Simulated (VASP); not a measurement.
# NbP (I4_1md) in VASP: further runs

Runs on NbP. Level: PBE. Tasks: single point.

All numbers are computed with VASP 6.6.1; they aren't measurements. Logs are shortened: lines on timing, memory, paths and dates and some standing lists are left out, and cuts for length are marked.

**1. The cell of the first run**

The structure is tetragonal, space group I4_1md (No. 109). Conventional cell: a = 3.263 Å, b = 3.263 Å, c = 10.940 Å, α = 90.00°, β = 90.00°, γ = 90.00°. Nb (site symmetry 2mm) has 6 P at 2.46 to 2.47 Å and 8 Nb at 3.18 to 3.26 Å within 3.3 Å. P (site symmetry 2mm) has 6 Nb at 2.46 to 2.47 Å and 8 P at 3.18 to 3.26 Å within 3.3 Å.

**2. Single point, PBE (volume scaled by 0.91, then relaxed in part)**

INCAR reads:

```
SYSTEM = NbP
PREC = Accurate ; ENCUT = 520
EDIFF = 1E-6 ; ISMEAR = 0
SIGMA = 0.1 ; LREAL = .False.
LASPH = .True. ; NELM = 100
ALGO = Normal ; ISIF = 2
LWAVE = .False. ; LCHARG = .False.
GGA = PE ; NBANDS = 26
```

KPOINTS reads:

```
regular mesh
0
Gamma
  18 18 18
  0 0 0
```

POSCAR reads:

```
NbP
1.0
   -1.6316347953      1.6316347953      5.4701338307
    1.6316347953     -1.6316347953      5.4701338307
    1.6316347953      1.6316347953     -5.4701338307
Nb P
2 2
Direct
    0.7507214727      0.7507214727      0.0000000000
    0.5007214727      1.0007214727      0.5000000000
    0.3319071023      0.3319071023      0.0000000000
    0.0819071023      0.5819071023      0.5000000000
```

Potentials or basis: VASP PAW PBE potentials, release 64 (Nb_sv, P).

The run is started by

```bash
> cat potpaw_PBE.64/Nb_sv/POTCAR potpaw_PBE.64/P/POTCAR > POTCAR
> mpirun -np 1 vasp_std > vasp.out
```

OUTCAR:

```text
SYSTEM = NbP
   PREC = Accurate
   ENCUT = 520
   EDIFF = 1E-6
   ISMEAR = 0
   LREAL = .False.
   LASPH = .True.
   NELM = 100
   ISIF = 2
   GGA = PE

 ion  position               nearest neighbor table
   1  0.751  0.751  0.000-   4 2.46   4 2.46   3 2.47   3 2.47   3 2.47   3 2.47
   2  0.501  0.001  0.500-   3 2.46   3 2.46   4 2.47   4 2.47   4 2.47   4 2.47
   3  0.332  0.332  0.000-   2 2.46   2 2.46   1 2.47   1 2.47   1 2.47   1 2.47
   4  0.082  0.582  0.500-   1 2.46   1 2.46   2 2.47   2 2.47   2 2.47   2 2.47

  LATTYP: Found a body centered tetragonal cell.
 ALAT       =     3.2632695906
 C/A-ratio  =     3.3525479148

  Lattice vectors:

 A1 = (  -1.6316347953,   1.6316347953,   5.4701338307)
 A2 = (   1.6316347953,  -1.6316347953,   5.4701338307)
 A3 = (   1.6316347953,   1.6316347953,  -5.4701338307)

Analysis of symmetry for initial positions (statically):
=====================================================================
 Subroutine PRICEL returns:
 Original cell was already a primitive cell.

 Routine SETGRP: Setting up the symmetry group for a
 body centered tetragonal supercell.

 Subroutine GETGRP returns: Found  8 space group operations
 (whereof  4 operations were pure point group operations)
 out of a pool of 16 trial point group operations.

The static configuration has the point symmetry C_2v.
 The point group associated with its full space group is C_4v.

Analysis of symmetry for dynamics (positions and initial velocities):
=====================================================================
 Subroutine PRICEL returns:
 Original cell was already a primitive cell.

 Routine SETGRP: Setting up the symmetry group for a
 body centered tetragonal supercell.

 Subroutine GETGRP returns: Found  8 space group operations
 (whereof  4 operations were pure point group operations)
 out of a pool of 16 trial point group operations.

The dynamic configuration has the point symmetry C_2v.
 The point group associated with its full space group is C_4v.

 Subroutine INISYM returns: Found  8 space group operations
 (whereof  4 operations are pure point group operations),
 and found     1 'primitive' translations

----------------------------------------------------------------------------------------

                                     Primitive cell

  volume of cell :      58.2511

  direct lattice vectors                    reciprocal lattice vectors
    -1.631634795  1.631634795  5.470133831     0.000000000  0.306441124  0.091405442
     1.631634795 -1.631634795  5.470133831     0.306441124  0.000000000  0.091405442
     1.631634795  1.631634795 -5.470133831     0.306441124  0.306441124  0.000000000

  length of vectors
     5.936903935  5.936903935  5.936903935     0.319782922  0.319782922  0.433373193

  position of ions in fractional coordinates (direct lattice)
     0.750721473  0.750721473  0.000000000
     0.500721473  0.000721473  0.500000000
     0.331907102  0.331907102  0.000000000
     0.081907102  0.581907102  0.500000000

  ion indices of the primitive-cell ions
   primitive index   ion index
                 1           1
                 2           2
                 3           3
                 4           4

----------------------------------------------------------------------------------------

 KPOINTS: regular mesh

Automatic generation of k-mesh.
 Grid dimensions read from file:
 generate k-points for:   18   18   18

 Generating k-lattice:

  Cartesian coordinates                     Fractional coordinates (reciprocal lattice)
     0.000000000  0.017024507  0.005078080     0.055555556  0.000000000  0.000000000
     0.017024507  0.000000000  0.005078080     0.000000000  0.055555556  0.000000000
     0.017024507  0.017024507  0.000000000     0.000000000  0.000000000  0.055555556

  Length of vectors
     0.017765718  0.017765718  0.024076289

  Shift w.r.t. Gamma in fractional coordinates (k-lattice)
     0.000000000  0.000000000  0.000000000

 Subroutine IBZKPT returns following result:
 ===========================================

 Found    480 irreducible k-points:

 Following reciprocal coordinates:
            Coordinates               Weight
  0.000000  0.000000  0.000000      1.000000
  0.055556  0.000000  0.000000      8.000000
  0.111111  0.000000  0.000000      8.000000
  0.166667  0.000000  0.000000      8.000000
  0.222222 -0.000000  0.000000      8.000000
  0.277778 -0.000000  0.000000      8.000000
[... 16 lines left out ...]
 -0.277778  0.055556 -0.000000     16.000000
 -0.222222  0.055556 -0.000000     16.000000
 [... further k-points ...]
   k-points           NKPTS =    480   k-points in BZ     NKDIM =    480   number of bands    NBANDS=     26
   number of dos      NEDOS =    301   number of ions     NIONS =      4
   total plane-waves  NPLWV = 110592
   dimension x,y,z NGX =    48 NGY =   48 NGZ =   48
   dimension x,y,z NGXF=    96 NGYF=   96 NGZF=   96
   ions per type =               2   2
   NGX,Y,Z   is equivalent  to a cutoff of  13.44, 13.44, 13.44 a.u.
   NGXF,Y,Z  is equivalent  to a cutoff of  26.88, 26.88, 26.88 a.u.
 SYSTEM =  NbP
   PREC   = accura    normal or accurate (medium, high low for compatibility)
   ISTART =      0    job   : 0-new  1-cont  2-samecut
   ICHARG =      2    charge: 1-file 2-atom 10-const
   ISPIN  =      1    spin polarized calculation?
   LNONCOLLINEAR =      F non collinear calculations
   LSORBIT =      F    spin-orbit coupling
   LASPH  =      T    aspherical Exc in radial PAW
   ENCUT  =  520.0 eV  38.22 Ry    6.18 a.u.  11.04 11.04 11.04*2*pi/ulx,y,z
   NELM   =    100;   NELMIN=  2; NELMDL= -5     # of ELM steps
   EDIFF  = 0.1E-05   stopping-criterion for ELM
   LREAL  =      F    real-space projection
[... 7 lines left out ...]
   TEBEG  =    0.0;   TEEND  =   0.0 temperature during run
   PSTRESS=    0.0 pullay stress
   NELECT =      36.0000    total number of electrons
   NUPDOWN=      -1.0000    fix difference up-down
   EMIN   =  10.00;   EMAX   =-10.00  energy-range for DOS
   EFERMI =   0.00;   METHOD = LEGACY
   ISMEAR =     0;   SIGMA  =   0.10  broadening in eV -4-tet -1-fermi 0-gaus
   EFERMI_NEDOS =   21; number of points for ismear=-14 and -15
   IALGO  =     38    algorithm
   IMIX   =      4    mixing-type and parameters
     AMIX     =   0.40;   BMIX     =  1.00
     AMIX_MAG =   1.60;   BMIX_MAG =  1.00
  volume/ion in A,a.u.               =      14.56        98.27
  Fermi-wavevector in a.u.,A,eV,Ry     =   1.394465  2.635157 26.456984  1.944533
  Thomas-Fermi vector in A             =   2.518012
   LORBIT       =      0    0 simple, 1 ext, 2 COOP (PROOUT), +10 PAW based schemes
   GGA     = PE    functional components
   LHFCALC =     F    Hartree Fock is set to
   AEXX    =    0.0000 exact exchange contribution
   IVDW    =     0    specifies the selected vdW correction
   LEPSILON=     F    determine dielectric tensor
   LRPA    =     F    only Hartree local field effects (RPA)
 non-spin polarized calculation
 Gauss-broadening in eV      SIGMA  =   0.10
  energy-cutoff  :      520.00
  volume of cell :       58.25
 maximum number of plane-waves:      1591
 NGX is ok and might be reduce to    48
   NGX = 21   NGY = 21   NGZ = 21

 number of electron      35.9999999 magnetization

 Free energy of the ion-electron system (eV)
  ---------------------------------------------------
  ext. energy  EPLUGINS =         0.00000000
  ---------------------------------------------------
  free energy    TOTEN  =       -34.98081972 eV

  energy without entropy =      -34.97879515  energy(sigma->0) =      -34.97980744

 E-fermi :  11.9491     XC(G=0): -12.4899

 val. band max:       11.9459597917   @ k =  -0.2778   0.5000   0.2778
 cond. band min:      11.9523409609   @ k =   0.4444  -0.0000   0.0000
 fundamental gap:      0.0063811692
 Fermi energy:        11.9491074773

 k-point     1 :       0.0000    0.0000    0.0000
  band No.  band energies     occupation
      1     -42.7129      2.00000
      2     -42.6471      2.00000
      3     -19.1380      2.00000
      4     -18.8139      2.00000
      5     -18.8139      2.00000
      6     -18.6399      2.00000
[... 18 lines left out ...]
     25      16.4457      0.00000
     26      16.4457      0.00000

 k-point     2 :       0.0556    0.0000    0.0000
  band No.  band energies     occupation
      1     -42.7117      2.00000
      2     -42.6467      2.00000
      3     -19.1337      2.00000
      4     -18.8258      2.00000
      5     -18.8130      2.00000
      6     -18.6516      2.00000
[... 18 lines left out ...]
     25      16.4483      0.00000
     26      16.6273      0.00000

 k-point     3 :       0.1111    0.0000    0.0000
  band No.  band energies     occupation
      1     -42.7084      2.00000
      2     -42.6457      2.00000
      3     -19.1217      2.00000
      4     -18.8595      2.00000
      5     -18.8105      2.00000
      6     -18.6838      2.00000
[... 18 lines left out ...]
     25      16.6420      0.00000
     26      17.0922      0.00000

 k-point     4 :       0.1667    0.0000    0.0000
  band No.  band energies     occupation
      1     -42.7032      2.00000
      2     -42.6441      2.00000
      3     -19.1047      2.00000
      4     -18.9088      2.00000
      5     -18.8066      2.00000
      6     -18.7306      2.00000
[... 18 lines left out ...]
     25      17.0023      0.00000
     26      17.6957      0.00000
[... 496 lines left out ...]
      1     -42.6821      2.00000
      2     -42.6381      2.00000
      3     -19.1420      2.00000
      4     -18.9981      2.00000
      5     -18.8758      2.00000
      6     -18.8021      2.00000
[... 18 lines left out ...]
     25      17.3669      0.00000
     26      19.0527      0.00000

 k-point    23 :      -0.2778    0.0556   -0.0000
  band No.  band energies     occupation
      1     -42.6892      2.00000
      2     -42.6394      2.00000
      3     -19.1020      2.00000
      4     -18.9926      2.00000
      5     -18.8380      2.00000
      6     -18.8070      2.00000
[... 18 lines left out ...]
     25      17.5529      0.00000
     26      18.7093      0.00000

 k-point    24 :      -0.2222    0.0556   -0.0000
  band No.  band energies     occupation
      1     -42.6963      2.00000
      2     -42.6411      2.00000
      3     -19.0930      2.00000
      4     -18.9596      2.00000
      5     -18.8125      2.00000
      6     -18.7850      2.00000
[... 18 lines left out ...]
     25      17.4263      0.00000
     26      18.1977      0.00000

 [... further k-points ...]

------------------------ aborting loop because EDIFF is reached ----------------------------------------

  FORCE on cell =-STRESS in cart. coord.  units (eV):
  Direction    XX          YY          ZZ          XY          YZ          ZX
  --------------------------------------------------------------------------------------
  -------------------------------------------------------------------------------------
  Total        7.5571431      7.5571431      7.5805571      0.0000000      0.0000000      0.0000000
  in kB      207.8568620    207.8568620    208.5008573      0.0000000      0.0000000      0.0000000
  external PRESSURE =     208.0715271 kB  Pullay stress =       0.0000000 kB

 VOLUME and BASIS-vectors are now :
 -----------------------------------------------------------------------------
  energy-cutoff  :      520.00
  volume of cell :       58.25
      direct lattice vectors                 reciprocal lattice vectors
    -1.631634795  1.631634795  5.470133831     0.000000000  0.306441124  0.091405442
     1.631634795 -1.631634795  5.470133831     0.306441124  0.000000000  0.091405442
     1.631634795  1.631634795 -5.470133831     0.306441124  0.306441124  0.000000000

 POSITION                                       TOTAL-FORCE (eV/Angst)
 -----------------------------------------------------------------------------------
      0.00000      0.00000      8.21309         0.000000     -0.000000      0.001488
      0.00000      1.63163      0.00789        -0.000000      0.000000      0.001488
      0.00000      0.00000      3.63115        -0.000000     -0.000000     -0.001488
      1.63163      0.00000      0.89609         0.000000      0.000000     -0.001488
 -----------------------------------------------------------------------------------
    total drift:                               -0.000000     -0.000000      0.000304

  FREE ENERGIE OF THE ION-ELECTRON SYSTEM (eV)
  ---------------------------------------------------
  free  energy   TOTEN  =       -34.9808197214 eV

  energy  without entropy=      -34.9787951503  energy(sigma->0) =      -34.97980744
```

Run time: 20 min. Hardware: 1 thread of Intel Xeon 6975P-C (Granite Rapids), shared host; peak memory 0.77 GiB.

What came out:

- Free energy: -34.9808 eV
- Pressure: 20.8 GPa
- Band gap on the k mesh: zero (band 18 reaches 11.97 eV, above the bottom of band 19 at 11.93 eV)

Levels at points of the mesh, in eV from the Fermi level:
```
           k point  band 15  band 16  band 17  band 18  band 19  band 20  band 21  band 22
(0.00, 0.00, 0.00)    -2.38    -1.81    -1.42    -1.42     0.79     1.78     3.09     3.47
(0.50, 0.00, 0.00)    -2.58    -1.85    -1.66     0.02     0.04     1.47     2.86     2.97
(0.50, 0.50, 0.00)    -2.88    -2.88    -0.44    -0.44     3.35     3.35     3.51     3.51
(0.50, 0.50, 0.50)    -2.96    -2.96    -0.48    -0.48     1.25     1.25     2.72     2.72
```

Caveat: the cell differs from its parent crystal (volume scaled by 0.91, then relaxed in part).

**3. Single point, PBE**

This run uses another cell than the first one, of 16.00 Å³/atom, 1.099 times its volume.

INCAR reads:

```
SYSTEM = NbP
PREC = Accurate ; ENCUT = 520
EDIFF = 1E-6 ; ISMEAR = 0
SIGMA = 0.1 ; LREAL = .FALSE.
LASPH = .TRUE. ; NELM = 100
ALGO = Normal ; ISIF = 2
LWAVE = .FALSE. ; LCHARG = .TRUE.
GGA = PE ; LELF = .TRUE.
LVHAR = .TRUE. ; NBANDS = 26
```

KPOINTS reads:

```
Automatic mesh
0
G
  18 18 18
  0 0 0
```

POSCAR reads:

```
NbP
1.0
   -1.6735233654      1.6735233654      5.7139826247
    1.6735233654     -1.6735233654      5.7139826247
    1.6735233654      1.6735233654     -5.7139826247
Nb P
2 2
Direct
    0.7500346791      0.7500346791      0.0000000000
    0.5000346791      1.0000346791      0.5000000000
    0.3325938959      0.3325938959      0.0000000000
    0.0825938959      0.5825938959      0.5000000000
```

Potentials or basis: VASP PAW PBE potentials, release 64 (Nb_sv, P).

The run is started by

```bash
> cat potpaw_PBE.64/Nb_sv/POTCAR potpaw_PBE.64/P/POTCAR > POTCAR
> mpirun -np 1 vasp_std > vasp.out
```

Wall time 19 min (1 thread of Intel Xeon Platinum 8488C (Sapphire Rapids), shared host); peak memory 0.82 GiB.

The run converged. Its results:

| Property | Result |
| --- | --- |
| Free energy | -35.3215 eV |
| Pressure | -0.4 GPa |
| Band gap on the k mesh | zero (band 18 reaches 10.74 eV, above the bottom of band 19 at 10.60 eV) |

Forces in eV/Å, atoms in the order of the input:
```
Nb   0.000  0.000 -0.002
Nb   0.000  0.000 -0.002
P    0.000  0.000  0.002
P    0.000  0.000  0.002
```

Levels at points of the mesh, in eV from the Fermi level:
| k point | band 16 | band 17 | band 18 | band 19 | band 20 | band 21 |
| --- | --- | --- | --- | --- | --- | --- |
| (0.00, 0.00, 0.00) | -1.70 | -1.36 | -1.36 | 0.82 | 1.60 | 2.68 |
| (0.50, 0.00, 0.00) | -1.86 | -1.51 | -0.11 | 0.07 | 1.31 | 2.47 |
| (0.50, 0.50, 0.00) | -2.84 | -0.44 | -0.44 | 2.97 | 2.97 | 3.08 |
| (0.50, 0.50, 0.50) | -2.68 | -0.54 | -0.54 | 1.18 | 1.18 | 2.32 |

**4. Single point, PBE**

This run uses another cell than the first one, of 16.00 Å³/atom, 1.099 times its volume.

INCAR reads:

```
SYSTEM = NbP
PREC     = Accurate       ! precision mode
ENCUT    = 520            ! plane-wave cutoff, eV
EDIFF    = 1E-6           ! SCF threshold, eV
ISMEAR   = 0              ! smearing method
SIGMA    = 0.1            ! smearing width, eV
LREAL    = .False.        ! projectors in reciprocal space
LASPH    = .True.         ! aspherical terms in the spheres
NELM     = 100            ! most SCF steps
ALGO     = Normal         ! electronic algorithm
ISIF     = 2              ! what is computed and relaxed
LWAVE    = .False.        ! write WAVECAR
LCHARG   = .False.        ! write CHGCAR
GGA      = PE             ! functional
NBANDS   = 26             ! bands
```

KPOINTS reads:

```
Automatic mesh
0
Gamma
  18 18 18
  0 0 0
```

POSCAR is that of step 3.

The run is started by

```bash
> cat potpaw_PBE.64/Nb_sv/POTCAR potpaw_PBE.64/P/POTCAR > POTCAR
> mpirun -np 1 vasp_std > vasp.out
```

Run time: 25 min. Hardware: 1 thread of Intel Xeon Platinum 8488C (Sapphire Rapids), shared host; peak memory 0.82 GiB.

The run converged. Its results:

```yaml
Free_energy: -35.3215 eV
Pressure: -0.4 GPa
Band_gap_on_the_k_mesh: zero (band 18 reaches 10.74 eV, above the bottom of band 19 at 10.60 eV)
```

Forces in eV/Å, atoms in the order of the input:
```
Nb   0.000  0.000 -0.002
Nb   0.000  0.000 -0.002
P    0.000  0.000  0.002
P    0.000  0.000  0.002
```

Levels at points of the mesh, in eV from the Fermi level:
| k point | band 15 | band 16 | band 17 | band 18 | band 19 | band 20 | band 21 | band 22 |
| --- | --- | --- | --- | --- | --- | --- | --- | --- |
| (0.00, 0.00, 0.00) | -2.14 | -1.70 | -1.36 | -1.36 | 0.82 | 1.60 | 2.68 | 3.14 |
| (0.50, 0.00, 0.00) | -2.33 | -1.86 | -1.51 | -0.11 | 0.07 | 1.31 | 2.47 | 2.64 |
| (0.50, 0.50, 0.00) | -2.84 | -2.84 | -0.44 | -0.44 | 2.97 | 2.97 | 3.08 | 3.08 |
| (0.50, 0.50, 0.50) | -2.68 | -2.68 | -0.54 | -0.54 | 1.18 | 1.18 | 2.32 | 2.32 |

**5. Single point, PBE**

This run uses another cell than the first one, of 16.10 Å³/atom, 1.106 times its volume.

INCAR reads:

```
PREC     = Accurate       # precision mode
ENCUT    = 520            # plane-wave cutoff, eV
EDIFF    = 1E-7           # SCF threshold, eV
ISMEAR   = 0              # smearing method
SIGMA    = 0.1            # smearing width, eV
LREAL    = False          # projectors in reciprocal space
LASPH    = True           # aspherical terms in the spheres
NELM     = 100            # most SCF steps
ALGO     = Normal         # electronic algorithm
ISIF     = 2              # what is computed and relaxed
LWAVE    = False          # write WAVECAR
LCHARG   = False          # write CHGCAR
GGA      = PE             # functional
NBANDS   = 26             # bands
```

KPOINTS reads:

```
Automatic mesh
0
Gamma
  8 8 8
```

POSCAR reads:

```
NbP
1.0
   -1.6749232544      1.6749232544      5.7401081759
    1.6749232544     -1.6749232544      5.7401081759
    1.6749232544      1.6749232544     -5.7401081759
Nb P
2 2
Direct
    0.7498808000      0.7498808000      0.0000000000
    0.4998808000      0.9998808000      0.5000000000
    0.3327477700      0.3327477700      0.0000000000
    0.0827477800      0.5827477800      0.5000000000
```

The run is started by

```bash
> cat potpaw_PBE.64/Nb_sv/POTCAR potpaw_PBE.64/P/POTCAR > POTCAR
> mpirun -np 1 vasp_std > vasp.out
```

Run time: 3.4 min. Hardware: 1 thread of Intel Xeon Platinum 8488C (Sapphire Rapids), shared host; peak memory 0.36 GiB.

It converged, with:

- Free energy: -35.3056 eV
- Pressure: -1.4 GPa
- Largest force: 0.017 eV/Å
- Band gap on the k mesh: zero (band 18 reaches 10.56 eV, above the bottom of band 19 at 10.52 eV)

Forces in eV/Å, atoms in the order of the input:
```
Nb   0.000  0.000  0.017
Nb   0.000  0.000  0.017
P    0.000  0.000 -0.017
P    0.000  0.000 -0.017
```

Levels at points of the mesh, in eV from the Fermi level:
```csv
k point,band 16,band 17,band 18,band 19,band 20,band 21
"(0.00, 0.00, 0.00)",-1.70,-1.35,-1.35,0.83,1.60,2.65
"(0.50, 0.00, 0.00)",-1.87,-1.50,-0.12,0.08,1.31,2.44
"(0.50, 0.50, 0.00)",-2.84,-0.43,-0.43,2.96,2.96,3.05
"(0.50, 0.50, 0.50)",-2.65,-0.52,-0.52,1.19,1.19,2.30
```

**6. Summary**

| cell | k mesh | gap on the mesh (eV) | pressure (GPa) |
| --- | --- | --- | --- |
| a = 5.937 Å, angles 148.1, 148.1, 45.7°, 4 atoms | 18 × 18 × 18 | none | 20.8 |
| a = 6.185 Å, angles 148.6, 148.6, 45.0°, 4 atoms | 18 × 18 × 18 | none | -0.4 |
| a = 6.210 Å, angles 148.7, 148.7, 44.8°, 4 atoms | 8 × 8 × 8 | none | -1.4 |

Alike in all rows: task single point; level PBE; potentials or basis VASP PAW PBE potentials, release 64 (Nb_sv, P); no spin polarisation; cutoff (eV) 520; smearing gaussian 0.1 eV.

Total energies depend on the potentials used, so only differences within one code and one set of settings carry meaning.
